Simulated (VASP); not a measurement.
# Mo (Im-3m) in VASP: notebook

Mo is run at these levels: PBEsol; tasks: single point, relaxation of cell and atoms.

Everything below comes from runs of VASP 6.6.1. Logs are shortened: lines on timing, memory, paths and dates and some standing lists are left out, and cuts for length are marked.

### Step 1. The cell of the first run

It takes space group Im-3m (No. 229, cubic). The conventional cell has a = 3.133 Å, b = 3.133 Å, c = 3.133 Å, α = 90.00°, β = 90.00°, γ = 90.00°. Mo (site symmetry m-3m) has 14 Mo at 2.71 to 3.13 Å within 3.6 Å.

### Step 2. Single point, PBEsol

Input file INCAR:

```
  ALGO = Normal
  EDIFF = 1E-6
  ENCUT = 520
  GGA = PS
  ISIF = 2
  ISMEAR = 1
  LASPH = T
  LCHARG = F
  LREAL = F
  LWAVE = F
  NBANDS = 13
  NELM = 60
  PREC = Accurate
  SIGMA = 0.02
```

Input file KPOINTS:

```
k-points
0
Gamma
  8 8 8
```

Input file POSCAR:

```
Mo
1.0
   -1.5662779760      1.5662779760      1.5662779760
    1.5662779760     -1.5662779760      1.5662779760
    1.5662779760      1.5662779760     -1.5662779760
Mo
1
Direct
    0.0000000000      0.0000000000      0.0000000000
```

Potentials or basis: VASP PAW PBE potentials, release 64 (Mo_sv).

Run with:

```console
> cat potpaw_PBE.64/Mo_sv/POTCAR > POTCAR
> mpirun -np 1 vasp_std > vasp.out
```

OUTCAR:

```text
EDIFF = 1E-6
   ENCUT = 520
   GGA = PS
   ISIF = 2
   ISMEAR = 1
   LASPH = T
   LREAL = F
   NELM = 60
   PREC = Accurate

 ion  position               nearest neighbor table
   1  0.000  0.000  0.000-

  LATTYP: Found a body centered cubic cell.
 ALAT       =     3.1325559520

  Lattice vectors:

 A1 = (  -1.5662779760,   1.5662779760,   1.5662779760)
 A2 = (   1.5662779760,  -1.5662779760,   1.5662779760)
 A3 = (   1.5662779760,   1.5662779760,  -1.5662779760)

Analysis of symmetry for initial positions (statically):
=====================================================================
 Subroutine PRICEL returns:
 Original cell was already a primitive cell.

 Routine SETGRP: Setting up the symmetry group for a
 body centered cubic supercell.

 Subroutine GETGRP returns: Found 48 space group operations
 (whereof 48 operations were pure point group operations)
 out of a pool of 48 trial point group operations.

The static configuration has the point symmetry O_h .

Analysis of symmetry for dynamics (positions and initial velocities):
=====================================================================
 Subroutine PRICEL returns:
 Original cell was already a primitive cell.

 Routine SETGRP: Setting up the symmetry group for a
 body centered cubic supercell.

 Subroutine GETGRP returns: Found 48 space group operations
 (whereof 48 operations were pure point group operations)
 out of a pool of 48 trial point group operations.

The dynamic configuration has the point symmetry O_h .

 Subroutine INISYM returns: Found 48 space group operations
 (whereof 48 operations are pure point group operations),
 and found     1 'primitive' translations

----------------------------------------------------------------------------------------

                                     Primitive cell

  volume of cell :      15.3697

  direct lattice vectors                    reciprocal lattice vectors
    -1.566277976  1.566277976  1.566277976     0.000000000  0.319228137  0.319228137
     1.566277976 -1.566277976  1.566277976     0.319228137  0.000000000  0.319228137
     1.566277976  1.566277976 -1.566277976     0.319228137  0.319228137  0.000000000

  length of vectors
     2.712873033  2.712873033  2.712873033     0.451456761  0.451456761  0.451456761

  position of ions in fractional coordinates (direct lattice)
     0.000000000  0.000000000  0.000000000

  ion indices of the primitive-cell ions
   primitive index   ion index
                 1           1
[... 74 lines left out ...]
   EDIFFG = 0.1E-04   stopping-criterion for IOM
   NSW    =      0    number of steps for IOM
   IBRION =     -1    ionic relax: 0-MD 1-quasi-New 2-CG
   NFREE  =      0    steps in history (QN), initial steepest desc. (CG)
   ISIF   =      2    stress and relaxation
   ISYM   =      2    0-nonsym 1-usesym 2-fastsym
   POTIM  = 0.5000    time-step for ionic-motion
   TEBEG  =    0.0;   TEEND  =   0.0 temperature during run
   PSTRESS=    0.0 pullay stress
   NELECT =      14.0000    total number of electrons
   NUPDOWN=      -1.0000    fix difference up-down
   EMIN   =  10.00;   EMAX   =-10.00  energy-range for DOS
   EFERMI =   0.00;   METHOD = LEGACY
   ISMEAR =     1;   SIGMA  =   0.02  broadening in eV -4-tet -1-fermi 0-gaus
   EFERMI_NEDOS =   21; number of points for ismear=-14 and -15
   IALGO  =     38    algorithm
   IMIX   =      4    mixing-type and parameters
     AMIX     =   0.40;   BMIX     =  1.00
     AMIX_MAG =   1.60;   BMIX_MAG =  1.00
  volume/ion in A,a.u.               =      15.37       103.72
  Fermi-wavevector in a.u.,A,eV,Ry     =   1.586945  2.998892 34.264857  2.518396
  Thomas-Fermi vector in A             =   2.686179
   LORBIT       =      0    0 simple, 1 ext, 2 COOP (PROOUT), +10 PAW based schemes
   GGA     = PS    functional components
   LHFCALC =     F    Hartree Fock is set to
   AEXX    =    0.0000 exact exchange contribution
   IVDW    =     0    specifies the selected vdW correction
   LEPSILON=     F    determine dielectric tensor
   LRPA    =     F    only Hartree local field effects (RPA)
 non-spin polarized calculation
 Methfessel and Paxton  Order N= 1 SIGMA  =   0.02
  energy-cutoff  :      520.00
  volume of cell :       15.37
 maximum number of plane-waves:       427
   NGX =  9   NGY =  9   NGZ =  9

 number of electron      13.9999998 magnetization

 Free energy of the ion-electron system (eV)
  ---------------------------------------------------
  ext. energy  EPLUGINS =         0.00000000
  ---------------------------------------------------
  free energy    TOTEN  =       -11.75311098 eV

  energy without entropy =      -11.75284653  energy(sigma->0) =      -11.75302283

 E-fermi :  12.5784     XC(G=0): -13.6261

 val. band max:       12.5035284277   @ k =   0.3750   0.1250   0.0000
 cond. band min:      12.5783710936   @ k =  -0.2500   0.2500   0.1250
 fundamental gap:      0.0748426659
 Fermi energy:        12.5783710551

 k-point     1 :       0.0000    0.0000    0.0000
  band No.  band energies     occupation
      1     -48.4700      2.00000
      2     -21.7163      2.00000
      3     -21.7163      2.00000
      4     -21.7163      2.00000
      5       5.3979      2.00000
      6      11.3320      2.00000
      7      11.3320      2.00000
      8      11.3320      2.00000
      9      14.4097      0.00000
     10      14.4097      0.00000
     11      27.5718      0.00000
     12      27.5718      0.00000
     13      27.5718      0.00000
[... 354 lines left out ...]
  band No.  band energies     occupation
      1     -48.1218      2.00000
      2     -22.8205      2.00000
      3     -22.3973      2.00000
      4     -22.2635      2.00000
      5       8.6813      2.00000
      6       9.2737      2.00000
      7      12.0866      2.00000
      8      12.9391     -0.00000
      9      15.7012      0.00000
     10      17.8325      0.00000
     11      26.7489      0.00000
     12      28.8120      0.00000
     13      29.8305      0.00000

 [... further k-points ...]
[... 5 lines left out ...]
  --------------------------------------------------------------------------------------
  -------------------------------------------------------------------------------------
  Total        0.0527816      0.0527816      0.0527816     -0.0000000      0.0000000      0.0000000
  in kB        5.5020779      5.5020779      5.5020779     -0.0000000      0.0000000      0.0000000
  external PRESSURE =       5.5020779 kB  Pullay stress =       0.0000000 kB

 VOLUME and BASIS-vectors are now :
 -----------------------------------------------------------------------------
  energy-cutoff  :      520.00
  volume of cell :       15.37
      direct lattice vectors                 reciprocal lattice vectors
    -1.566277976  1.566277976  1.566277976     0.000000000  0.319228137  0.319228137
     1.566277976 -1.566277976  1.566277976     0.319228137  0.000000000  0.319228137
     1.566277976  1.566277976 -1.566277976     0.319228137  0.319228137  0.000000000

 POSITION                                       TOTAL-FORCE (eV/Angst)
 -----------------------------------------------------------------------------------
      0.00000      0.00000      0.00000         0.000000     -0.000000     -0.000000
 -----------------------------------------------------------------------------------
    total drift:                                0.000000     -0.000000      0.000000

  FREE ENERGIE OF THE ION-ELECTRON SYSTEM (eV)
  ---------------------------------------------------
  free  energy   TOTEN  =       -11.7531109791 eV

  energy  without entropy=      -11.7528465271  energy(sigma->0) =      -11.75302283
```

Wall time 4.1 s (1 thread of Intel Xeon Platinum 8259CL at 2.50GHz (Skylake/Cascade Lake), shared host); peak memory 0.12 GiB.

Results:

- Free energy: -11.7531 eV
- Pressure: 0.6 GPa
- Band gap on the k mesh: zero (band 7 reaches 16.84 eV, above the bottom of band 8 at 11.33 eV)

Levels at points of the mesh, in eV from the Fermi level:
| k point | band 5 | band 6 | band 7 | band 8 | band 9 | band 10 |
| --- | --- | --- | --- | --- | --- | --- |
| (0.00, 0.00, 0.00) | -7.18 | -1.25 | -1.25 | -1.25 | 1.83 | 1.83 |
| (0.50, 0.00, 0.00) | -5.30 | -3.34 | 1.83 | 1.88 | 2.52 | 5.05 |
| (0.50, 0.50, 0.50) | -5.44 | -5.44 | 4.26 | 4.26 | 4.26 | 9.31 |

Caveat: the PAW data sets were made with another functional, which shifts forces and pressure a little.

### Step 3. Relaxation of cell and atoms, PBEsol

This run uses another cell than the first one, of 15.58 Å³/atom, 1.014 times its volume.

Input file INCAR:

```
  PREC = Accurate
  ENCUT = 600
  EDIFF = 1E-6
  ISMEAR = 1
  SIGMA = 0.02
  LREAL = False
  LASPH = True
  NELM = 100
  ALGO = Normal
  ISIF = 3
  LWAVE = False
  LCHARG = False
  GGA = PS
  IBRION = 2
  NSW = 80
  EDIFFG = -0.03
```

Input file KPOINTS:

```
Automatic mesh
0
Gamma
  8 8 8
```

Input file POSCAR:

```
Mo
1.0
   -1.5734150000      1.5734150000      1.5734150000
    1.5734150000     -1.5734150000      1.5734150000
    1.5734150000      1.5734150000     -1.5734150000
Mo
1
Direct
    0.0000000000      0.0000000000      0.0000000000
```

Potentials or basis: VASP PAW PBE potentials, release 64 (Mo_sv).

Run with:

```console
> cat potpaw_PBE.64/Mo_sv/POTCAR > POTCAR
> mpirun -np 1 vasp_std > vasp.out
```

OUTCAR:

```text
PREC = Accurate
   ENCUT = 600
   EDIFF = 1E-6
   ISMEAR = 1
   LREAL = False
   LASPH = True
   NELM = 100
   ISIF = 3
   GGA = PS
   IBRION = 2
   NSW = 80
   EDIFFG = -0.03

 ion  position               nearest neighbor table
   1  0.000  0.000  0.000-

  LATTYP: Found a body centered cubic cell.
 ALAT       =     3.1468300000

  Lattice vectors:

 A1 = (  -1.5734150000,   1.5734150000,   1.5734150000)
 A2 = (   1.5734150000,  -1.5734150000,   1.5734150000)
 A3 = (   1.5734150000,   1.5734150000,  -1.5734150000)

Analysis of symmetry for initial positions (statically):
=====================================================================
 Subroutine PRICEL returns:
 Original cell was already a primitive cell.

 Routine SETGRP: Setting up the symmetry group for a
 body centered cubic supercell.

 Subroutine GETGRP returns: Found 48 space group operations
 (whereof 48 operations were pure point group operations)
 out of a pool of 48 trial point group operations.

The static configuration has the point symmetry O_h .

Analysis of symmetry for dynamics (positions and initial velocities):
=====================================================================
 Subroutine PRICEL returns:
 Original cell was already a primitive cell.

 Routine SETGRP: Setting up the symmetry group for a
 body centered cubic supercell.

 Subroutine GETGRP returns: Found 48 space group operations
 (whereof 48 operations were pure point group operations)
 out of a pool of 48 trial point group operations.

The dynamic configuration has the point symmetry O_h .

 Subroutine INISYM returns: Found 48 space group operations
 (whereof 48 operations are pure point group operations),
 and found     1 'primitive' translations

----------------------------------------------------------------------------------------

                                     Primitive cell

  volume of cell :      15.5808

  direct lattice vectors                    reciprocal lattice vectors
    -1.573415000  1.573415000  1.573415000     0.000000000  0.317780115  0.317780115
     1.573415000 -1.573415000  1.573415000     0.317780115  0.000000000  0.317780115
     1.573415000  1.573415000 -1.573415000     0.317780115  0.317780115  0.000000000

  length of vectors
     2.725234721  2.725234721  2.725234721     0.449408949  0.449408949  0.449408949

  position of ions in fractional coordinates (direct lattice)
     0.000000000  0.000000000  0.000000000

  ion indices of the primitive-cell ions
   primitive index   ion index
                 1           1

----------------------------------------------------------------------------------------

 KPOINTS: Automatic mesh

Automatic generation of k-mesh.
 Grid dimensions read from file:
 generate k-points for:    8    8    8

 Generating k-lattice:

  Cartesian coordinates                     Fractional coordinates (reciprocal lattice)
     0.000000000  0.039722514  0.039722514     0.125000000  0.000000000  0.000000000
[... 42 lines left out ...]
   number of dos      NEDOS =    301   number of ions     NIONS =      1
   total plane-waves  NPLWV =  13824
   dimension x,y,z NGX =    24 NGY =   24 NGZ =   24
   dimension x,y,z NGXF=    48 NGYF=   48 NGZF=   48
   ions per type =               1
   NGX,Y,Z   is equivalent  to a cutoff of  14.64, 14.64, 14.64 a.u.
   NGXF,Y,Z  is equivalent  to a cutoff of  29.28, 29.28, 29.28 a.u.
 SYSTEM =  unknown system
   PREC   = accura    normal or accurate (medium, high low for compatibility)
   ISTART =      0    job   : 0-new  1-cont  2-samecut
   ICHARG =      2    charge: 1-file 2-atom 10-const
   ISPIN  =      1    spin polarized calculation?
   LNONCOLLINEAR =      F non collinear calculations
   LSORBIT =      F    spin-orbit coupling
   LASPH  =      T    aspherical Exc in radial PAW
   ENCUT  =  600.0 eV  44.10 Ry    6.64 a.u.   5.44  5.44  5.44*2*pi/ulx,y,z
   NELM   =    100;   NELMIN=  2; NELMDL= -5     # of ELM steps
   EDIFF  = 0.1E-05   stopping-criterion for ELM
   LREAL  =      F    real-space projection
   EDIFFG = -.3E-01   stopping-criterion for IOM
   NSW    =     80    number of steps for IOM
   IBRION =      2    ionic relax: 0-MD 1-quasi-New 2-CG
   NFREE  =      1    steps in history (QN), initial steepest desc. (CG)
   ISIF   =      3    stress and relaxation
   ISYM   =      2    0-nonsym 1-usesym 2-fastsym
   POTIM  = 0.5000    time-step for ionic-motion
   TEBEG  =    0.0;   TEEND  =   0.0 temperature during run
   PSTRESS=    0.0 pullay stress
   NELECT =      14.0000    total number of electrons
   NUPDOWN=      -1.0000    fix difference up-down
   EMIN   =  10.00;   EMAX   =-10.00  energy-range for DOS
   EFERMI =   0.00;   METHOD = LEGACY
   ISMEAR =     1;   SIGMA  =   0.02  broadening in eV -4-tet -1-fermi 0-gaus
   EFERMI_NEDOS =   21; number of points for ismear=-14 and -15
   IALGO  =     38    algorithm
   IMIX   =      4    mixing-type and parameters
     AMIX     =   0.40;   BMIX     =  1.00
     AMIX_MAG =   1.60;   BMIX_MAG =  1.00
  volume/ion in A,a.u.               =      15.58       105.14
  Fermi-wavevector in a.u.,A,eV,Ry     =   1.579747  2.985289 33.954710  2.495601
  Thomas-Fermi vector in A             =   2.680079
   LORBIT       =      0    0 simple, 1 ext, 2 COOP (PROOUT), +10 PAW based schemes
   GGA     = PS    functional components
   LHFCALC =     F    Hartree Fock is set to
   AEXX    =    0.0000 exact exchange contribution
   IVDW    =     0    specifies the selected vdW correction
   LEPSILON=     F    determine dielectric tensor
   LRPA    =     F    only Hartree local field effects (RPA)
 conjugate gradient relaxation of ions
 non-spin polarized calculation
 Methfessel and Paxton  Order N= 1 SIGMA  =   0.02
  energy-cutoff  :      600.00
  volume of cell :       15.58
 maximum number of plane-waves:       532
 NGX is ok and might be reduce to    24
   NGX = 11   NGY = 11   NGZ = 11

--------------------------------------- Ionic step        1  -------------------------------------------

 number of electron      14.0000002 magnetization

 Free energy of the ion-electron system (eV)
  ---------------------------------------------------
  ext. energy  EPLUGINS =         0.00000000
  ---------------------------------------------------
  free energy    TOTEN  =       -11.75156110 eV

  energy without entropy =      -11.75129664  energy(sigma->0) =      -11.75147295

------------------------ aborting loop because EDIFF is reached ----------------------------------------

  FORCE on cell =-STRESS in cart. coord.  units (eV):
  Direction    XX          YY          ZZ          XY          YZ          ZX
  --------------------------------------------------------------------------------------
  -------------------------------------------------------------------------------------
  Total       -0.3244570     -0.3244570     -0.3244570     -0.0000000     -0.0000000      0.0000000
  in kB      -33.3639863    -33.3639863    -33.3639863     -0.0000000     -0.0000000      0.0000000
  external PRESSURE =     -33.3639863 kB  Pullay stress =       0.0000000 kB
[... 57 lines left out ...]
--------------------------------------- Ionic step        3  -------------------------------------------

 number of electron      14.0000001 magnetization

 Free energy of the ion-electron system (eV)
  ---------------------------------------------------
  ext. energy  EPLUGINS =         0.00000000
  ---------------------------------------------------
  free energy    TOTEN  =       -11.75349971 eV

  energy without entropy =      -11.75323525  energy(sigma->0) =      -11.75341156

 E-fermi :  12.5426     XC(G=0): -13.6130

 val. band max:       12.4636900855   @ k =   0.3750   0.1250   0.0000
 cond. band min:      12.5426150352   @ k =  -0.2500   0.2500   0.1250
 fundamental gap:      0.0789249497
 Fermi energy:        12.5426150267

 k-point     1 :       0.0000    0.0000    0.0000
  band No.  band energies     occupation
      1     -48.5068      2.00000
      2     -21.7593      2.00000
      3     -21.7593      2.00000
      4     -21.7593      2.00000
      5       5.3686      2.00000
      6      11.2991      2.00000
      7      11.2991      2.00000
      8      11.2991      2.00000
      9      14.3682      0.00000
     10      14.3682      0.00000
     11      27.5319      0.00000
[... 309 lines left out ...]
 k-point    24 :      -0.3750    0.3750    0.2500
  band No.  band energies     occupation
      1     -48.1616      2.00000
      2     -22.8555      2.00000
      3     -22.4355      2.00000
      4     -22.3026      2.00000
      5       8.6562      2.00000
      6       9.2453      2.00000
      7      12.0516      2.00000
      8      12.9016     -0.00000
      9      15.6550      0.00000
     10      17.7789      0.00000
     11      26.6825      0.00000

 [... further k-points ...]
[... 5 lines left out ...]
  --------------------------------------------------------------------------------------
  -------------------------------------------------------------------------------------
  Total       -0.0138572     -0.0138572     -0.0138572      0.0000000     -0.0000000      0.0000000
  in kB       -1.4412374     -1.4412374     -1.4412374      0.0000000     -0.0000000      0.0000000
  external PRESSURE =      -1.4412374 kB  Pullay stress =       0.0000000 kB
[... 16 lines left out ...]
  FREE ENERGIE OF THE ION-ELECTRON SYSTEM (eV)
  ---------------------------------------------------
  free  energy   TOTEN  =       -11.7534997113 eV

  energy  without entropy=      -11.7532352501  energy(sigma->0) =      -11.75341156

 reached required accuracy - stopping structural energy minimisation
```

CONTCAR:

```text
Mo
   1.00000000000000
    -1.5674607688410254    1.5674607688410254    1.5674607688410254
     1.5674607688410254   -1.5674607688410254    1.5674607688410254
     1.5674607688410254    1.5674607688410254   -1.5674607688410254
  Mo
     1
Direct
     0.0000000000000000    0.0000000000000000    0.0000000000000000

  0.00000000E+00  0.00000000E+00  0.00000000E+00
```

Run time: 9.4 s. Hardware: 1 thread of Intel Xeon Platinum 8259CL at 2.50GHz (Skylake/Cascade Lake), shared host; peak memory 0.15 GiB.

What came out:

```yaml
Free_energy: -11.7535 eV
Relaxed_volume: 15.40 Å³/atom
Relaxed_cell: a = 2.715 Å, b = 2.715 Å, c = 2.715 Å, α = 109.47°, β = 109.47°, γ = 109.47°
Space_group_after_relaxing_to_0.05_Å: Im-3m (No. 229)
Energy_gained_by_relaxing: 1.9 meV/atom
Ionic_steps: 3
Pressure_after_relaxing: -0.1 GPa
Band_gap_on_the_k_mesh: zero (band 7 reaches 16.79 eV, above the bottom of band 8 at 11.30 eV)
```

Step by step:
```
step  energy change (eV)  largest force (eV/Å)  pressure (GPa)  volume (Å³)
   1              0.0000                0.0000           -3.34        15.58
   2              0.0157                0.0000           10.49        14.86
   3             -0.0019                0.0000           -0.14        15.40
```

Final structure:
```yaml
crystal:
  lattice:
    - [-1.56746, 1.56746, 1.56746]
    - [1.56746, -1.56746, 1.56746]
    - [1.56746, 1.56746, -1.56746]
  atoms:
    - { symbol: Mo, position: [0.00000, 0.00000, 0.00000] }
```

Caveat: the PAW data sets were made with another functional, which shifts forces and pressure a little.
